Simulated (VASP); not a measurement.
# Hf (Im-3m) in VASP: single point with PBEsol+D3(BJ)

Aim: the single point of Hf with PBEsol+D3(BJ).

Program: VASP 6.6.1. These are calculated values, not measurements. Logs are shortened: lines on timing, memory, paths and dates and some standing lists are left out, and cuts for length are marked.

### 1 The cell of the first run

Symmetry: Im-3m, No. 229, cubic system. The conventional cell has a = 3.550 Å, b = 3.550 Å, c = 3.550 Å, α = 90.00°, β = 90.00°, γ = 90.00°. Within 4.0 Å of Hf (site symmetry m-3m) lie 14 Hf at 3.07 to 3.55 Å.

This isn't the form of Hf at room conditions, which is hcp.

### 2 Single point, PBEsol+D3(BJ)

INCAR reads:

```
SYSTEM = Hf
ALGO = Normal
EDIFF = 1E-6
ENCUT = 500
GGA = PS
GGA_COMPAT = .FALSE.
ISIF = 2
ISMEAR = 0
IVDW = 12
LASPH = .TRUE.
LCHARG = .TRUE.
LELF = .TRUE.
LREAL = .FALSE.
LVHAR = .TRUE.
LWAVE = .FALSE.
NBANDS = 11
NELM = 120
PREC = Accurate
SIGMA = 0.1
```

KPOINTS reads:

```
k-points
0
G
  7 7 7
  0 0 0
```

POSCAR reads:

```
Hf
1.0
   -1.7750000000      1.7750000000      1.7750000000
    1.7750000000     -1.7750000000      1.7750000000
    1.7750000000      1.7750000000     -1.7750000000
Hf
1
Direct
    0.0000000000      0.0000000000      0.0000000000
```

Potentials or basis: VASP PAW PBE potentials, release 64 (Hf_pv).

Launch:

```console
$ cat potpaw_PBE.64/Hf_pv/POTCAR > POTCAR
$ mpirun -np 1 vasp_std > vasp.out
```

OUTCAR:

```text
SYSTEM = Hf
   EDIFF = 1E-6
   ENCUT = 500
   GGA = PS
   ISIF = 2
   ISMEAR = 0
   IVDW = 12
   LASPH = .TRUE.
   LREAL = .FALSE.
   NELM = 120
   PREC = Accurate
 IVDW          = 12

 ion  position               nearest neighbor table
   1  0.000  0.000  0.000-

  LATTYP: Found a body centered cubic cell.
 ALAT       =     3.5500000000

  Lattice vectors:

 A1 = (  -1.7750000000,   1.7750000000,   1.7750000000)
 A2 = (   1.7750000000,  -1.7750000000,   1.7750000000)
 A3 = (   1.7750000000,   1.7750000000,  -1.7750000000)

Analysis of symmetry for initial positions (statically):
=====================================================================
 Subroutine PRICEL returns:
 Original cell was already a primitive cell.

 Routine SETGRP: Setting up the symmetry group for a
 body centered cubic supercell.

 Subroutine GETGRP returns: Found 48 space group operations
 (whereof 48 operations were pure point group operations)
 out of a pool of 48 trial point group operations.

The static configuration has the point symmetry O_h .

Analysis of symmetry for dynamics (positions and initial velocities):
=====================================================================
 Subroutine PRICEL returns:
 Original cell was already a primitive cell.

 Routine SETGRP: Setting up the symmetry group for a
 body centered cubic supercell.

 Subroutine GETGRP returns: Found 48 space group operations
 (whereof 48 operations were pure point group operations)
 out of a pool of 48 trial point group operations.

The dynamic configuration has the point symmetry O_h .

 Subroutine INISYM returns: Found 48 space group operations
 (whereof 48 operations are pure point group operations),
 and found     1 'primitive' translations

----------------------------------------------------------------------------------------

                                     Primitive cell

  volume of cell :      22.3694

  direct lattice vectors                    reciprocal lattice vectors
    -1.775000000  1.775000000  1.775000000     0.000000000  0.281690141  0.281690141
     1.775000000 -1.775000000  1.775000000     0.281690141  0.000000000  0.281690141
     1.775000000  1.775000000 -1.775000000     0.281690141  0.281690141  0.000000000

  length of vectors
     3.074390183  3.074390183  3.074390183     0.398370018  0.398370018  0.398370018

  position of ions in fractional coordinates (direct lattice)
     0.000000000  0.000000000  0.000000000

  ion indices of the primitive-cell ions
   primitive index   ion index
                 1           1

----------------------------------------------------------------------------------------

 KPOINTS: k-points

Automatic generation of k-mesh.
 Grid dimensions read from file:
 generate k-points for:    7    7    7

 Generating k-lattice:

  Cartesian coordinates                     Fractional coordinates (reciprocal lattice)
     0.000000000  0.040241449  0.040241449     0.142857143  0.000000000  0.000000000
     0.040241449  0.000000000  0.040241449     0.000000000  0.142857143  0.000000000
     0.040241449  0.040241449  0.000000000     0.000000000  0.000000000  0.142857143

  Length of vectors
     0.056910003  0.056910003  0.056910003

  Shift w.r.t. Gamma in fractional coordinates (k-lattice)
     0.000000000  0.000000000  0.000000000

 Subroutine IBZKPT returns following result:
 ===========================================

 Found     20 irreducible k-points:

 Following reciprocal coordinates:
            Coordinates               Weight
  0.000000  0.000000  0.000000      1.000000
  0.142857  0.000000  0.000000     12.000000
  0.285714  0.000000  0.000000     12.000000
  0.428571  0.000000  0.000000     12.000000
  0.142857  0.142857  0.000000     24.000000
  0.285714  0.142857  0.000000     48.000000
[... 12 lines left out ...]
 -0.428571 -0.428571  0.285714      8.000000
 -0.428571  0.428571  0.428571      6.000000
   k-points           NKPTS =     20   k-points in BZ     NKDIM =     20   number of bands    NBANDS=     11
   number of dos      NEDOS =    301   number of ions     NIONS =      1
   total plane-waves  NPLWV =  13824
   dimension x,y,z NGX =    24 NGY =   24 NGZ =   24
   dimension x,y,z NGXF=    48 NGYF=   48 NGZF=   48
   ions per type =               1
   NGX,Y,Z   is equivalent  to a cutoff of  12.98, 12.98, 12.98 a.u.
   NGXF,Y,Z  is equivalent  to a cutoff of  25.96, 25.96, 25.96 a.u.
 SYSTEM =  Hf
   PREC   = accura    normal or accurate (medium, high low for compatibility)
   ISTART =      0    job   : 0-new  1-cont  2-samecut
   ICHARG =      2    charge: 1-file 2-atom 10-const
   ISPIN  =      1    spin polarized calculation?
   LNONCOLLINEAR =      F non collinear calculations
   LSORBIT =      F    spin-orbit coupling
   LASPH  =      T    aspherical Exc in radial PAW
   ENCUT  =  500.0 eV  36.75 Ry    6.06 a.u.   5.61  5.61  5.61*2*pi/ulx,y,z
   NELM   =    120;   NELMIN=  2; NELMDL= -5     # of ELM steps
   EDIFF  = 0.1E-05   stopping-criterion for ELM
   LREAL  =      F    real-space projection
   EDIFFG = 0.1E-04   stopping-criterion for IOM
   NSW    =      0    number of steps for IOM
   IBRION =     -1    ionic relax: 0-MD 1-quasi-New 2-CG
   NFREE  =      0    steps in history (QN), initial steepest desc. (CG)
   ISIF   =      2    stress and relaxation
   ISYM   =      2    0-nonsym 1-usesym 2-fastsym
   POTIM  = 0.5000    time-step for ionic-motion
   TEBEG  =    0.0;   TEEND  =   0.0 temperature during run
   PSTRESS=    0.0 pullay stress
   NELECT =      10.0000    total number of electrons
   NUPDOWN=      -1.0000    fix difference up-down
   EMIN   =  10.00;   EMAX   =-10.00  energy-range for DOS
   EFERMI =   0.00;   METHOD = LEGACY
   ISMEAR =     0;   SIGMA  =   0.10  broadening in eV -4-tet -1-fermi 0-gaus
   EFERMI_NEDOS =   21; number of points for ismear=-14 and -15
   IALGO  =     38    algorithm
   IMIX   =      4    mixing-type and parameters
     AMIX     =   0.40;   BMIX     =  1.00
     AMIX_MAG =   1.60;   BMIX_MAG =  1.00
  volume/ion in A,a.u.               =      22.37       150.96
  Fermi-wavevector in a.u.,A,eV,Ry     =   1.251766  2.365495 21.319214  1.566918
  Thomas-Fermi vector in A             =   2.385698
   LORBIT       =      0    0 simple, 1 ext, 2 COOP (PROOUT), +10 PAW based schemes
   GGA     = PS    functional components
   LHFCALC =     F    Hartree Fock is set to
   AEXX    =    0.0000 exact exchange contribution
   IVDW    =    12    specifies the selected vdW correction
   LEPSILON=     F    determine dielectric tensor
   LRPA    =     F    only Hartree local field effects (RPA)
 non-spin polarized calculation
 Gauss-broadening in eV      SIGMA  =   0.10
  energy-cutoff  :      500.00
  volume of cell :       22.37
 maximum number of plane-waves:       581
   NGX = 11   NGY = 11   NGZ = 11

 number of electron      10.0000001 magnetization

 Free energy of the ion-electron system (eV)
  ---------------------------------------------------
  ext. energy  EPLUGINS =         0.00000000
  ---------------------------------------------------
  free energy    TOTEN  =       -10.30560611 eV

  energy without entropy =      -10.29470874  energy(sigma->0) =      -10.30015743

 E-fermi :   4.4015     XC(G=0): -11.3967

 val. band max:        4.2934187382   @ k =  -0.4286   0.4286   0.1429
 cond. band min:       4.4203493167   @ k =  -0.4286  -0.4286   0.1429
 fundamental gap:      0.1269305786
 Fermi energy:         4.4014501158

 k-point     1 :       0.0000    0.0000    0.0000
  band No.  band energies     occupation
      1     -25.4019      2.00000
      2     -25.4019      2.00000
      3     -25.4019      2.00000
      4      -2.6268      2.00000
      5       5.9070      0.00000
      6       5.9070      0.00000
      7       5.9070      0.00000
      8       8.7039      0.00000
      9       8.7039      0.00000
     10      17.7413      0.00000
     11      17.7413      0.00000

 k-point     2 :       0.1429    0.0000    0.0000
  band No.  band energies     occupation
      1     -25.5661      2.00000
      2     -25.4535      2.00000
      3     -25.4026      2.00000
      4      -1.8970      2.00000
      5       5.4302      0.00000
      6       5.6250      0.00000
      7       6.6432      0.00000
      8       8.1616      0.00000
      9       8.7153      0.00000
     10      17.6178      0.00000
     11      18.2940      0.00000

 k-point     3 :       0.2857    0.0000    0.0000
  band No.  band energies     occupation
      1     -25.9181      2.00000
      2     -25.5673      2.00000
      3     -25.4042      2.00000
      4      -0.1764      2.00000
      5       4.5522      0.03297
      6       4.7804      0.00000
      7       8.3131      0.00000
      8       8.7080      0.00000
      9       8.9437      0.00000
     10      17.2956      0.00000
     11      17.5683      0.00000

 k-point     4 :       0.4286    0.0000    0.0000
  band No.  band energies     occupation
      1     -26.1855      2.00000
      2     -25.6567      2.00000
      3     -25.4055      2.00000
      4       0.9412      2.00000
      5       3.9727      2.00000
      6       5.1944      0.00000
      7       8.5869      0.00000
      8       9.4190      0.00000
      9      11.3769      0.00000
     10      15.0147      0.00000
     11      15.2627      0.00000

 k-point     5 :       0.1429    0.1429    0.0000
  band No.  band energies     occupation
      1     -25.8070      2.00000
      2     -25.5163      2.00000
      3     -25.4403      2.00000
      4      -0.6176      2.00000
      5       4.8041      0.00000
      6       4.8912      0.00000
      7       7.7926      0.00000
      8       8.1536      0.00000
      9       9.1357      0.00000
     10      17.6036      0.00000
     11      18.4240      0.00000
[... 155 lines left out ...]
 k-point    17 :      -0.2857    0.2857    0.2857
  band No.  band energies     occupation
      1     -25.8980      2.00000
      2     -25.7488      2.00000
      3     -25.7488      2.00000
      4       1.7517      2.00000
      5       3.6945      2.00000
      6       6.5413      0.00000
      7       6.5413      0.00000
      8       8.5986      0.00000
      9       8.9995      0.00000
     10      17.4471      0.00000
     11      17.7141      0.00000

 k-point    18 :      -0.4286    0.4286    0.2857
  band No.  band energies     occupation
      1     -26.0476      2.00000
      2     -25.8467      2.00000
      3     -25.7671      2.00000
      4       2.4627      2.00000
      5       2.8945      2.00000
      6       6.7209      0.00000
      7       6.7660      0.00000
      8      10.2908      0.00000
      9      10.7805      0.00000
     10      15.1650      0.00000
     11      16.6611      0.00000

 k-point    19 :      -0.4286   -0.4286    0.2857
  band No.  band energies     occupation
      1     -25.9938      2.00000
      2     -25.9938      2.00000
      3     -25.7889      2.00000
      4       2.4875      2.00000
      5       2.4875      2.00000
      6       6.2770      0.00000
      7       9.4934      0.00000
      8       9.4934      0.00000
      9      13.0866      0.00000
     10      13.8429      0.00000
     11      13.8429      0.00000

 k-point    20 :      -0.4286    0.4286    0.4286
  band No.  band energies     occupation
      1     -25.9779      2.00000
      2     -25.9490      2.00000
      3     -25.9490      2.00000
      4       2.0540      2.00000
      5       2.0717      2.00000
      6       9.2765      0.00000
      7       9.2765      0.00000
      8      10.4992      0.00000
      9      10.7713      0.00000
     10      13.9605      0.00000
     11      13.9605      0.00000

------------------------ aborting loop because EDIFF is reached ----------------------------------------

 Edisp (eV)   -0.51291

 E8    (eV) :    -0.3874

  FORCE on cell =-STRESS in cart. coord.  units (eV):
  Direction    XX          YY          ZZ          XY          YZ          ZX
  --------------------------------------------------------------------------------------
  -------------------------------------------------------------------------------------
  Total      -1.00007    -1.00007    -1.00007     0.00000     0.00000    -0.00000
  in kB     -71.62823   -71.62823   -71.62823     0.00000     0.00000    -0.00000
  external pressure =      -71.63 kB  Pullay stress =        0.00 kB

 VOLUME and BASIS-vectors are now :
 -----------------------------------------------------------------------------
  energy-cutoff  :      500.00
  volume of cell :       22.37
      direct lattice vectors                 reciprocal lattice vectors
    -1.775000000  1.775000000  1.775000000     0.000000000  0.281690141  0.281690141
     1.775000000 -1.775000000  1.775000000     0.281690141  0.000000000  0.281690141
     1.775000000  1.775000000 -1.775000000     0.281690141  0.281690141  0.000000000

 POSITION                                       TOTAL-FORCE (eV/Angst)
 -----------------------------------------------------------------------------------
      0.00000      0.00000      0.00000        -0.000000     -0.000000      0.000000
 -----------------------------------------------------------------------------------
    total drift:                               -0.000000      0.000000      0.000000

  FREE ENERGIE OF THE ION-ELECTRON SYSTEM (eV)
  ---------------------------------------------------
  free  energy   TOTEN  =       -10.8185163168 eV

  energy  without entropy=      -10.8076189444  energy(sigma->0) =      -10.81306763
```

It took 8.2 s on 1 thread of Intel Xeon Platinum 8375C at 2.90GHz (Ice Lake), shared host; peak memory 0.14 GiB.

What came out:

```
Free energy                : -10.8185 eV
Pressure                   : -7.2 GPa
Band gap on the k mesh     : zero (bands 5 and 6 overlap by 1.99 eV)
Dispersion energy per atom : -0.513 eV
```

Caveat: three body term missing; the cell stands under tension; the PAW data sets were made with another functional, which shifts forces and pressure a little; spin-orbit coupling is left out, which moves the levels of the heavy elements.
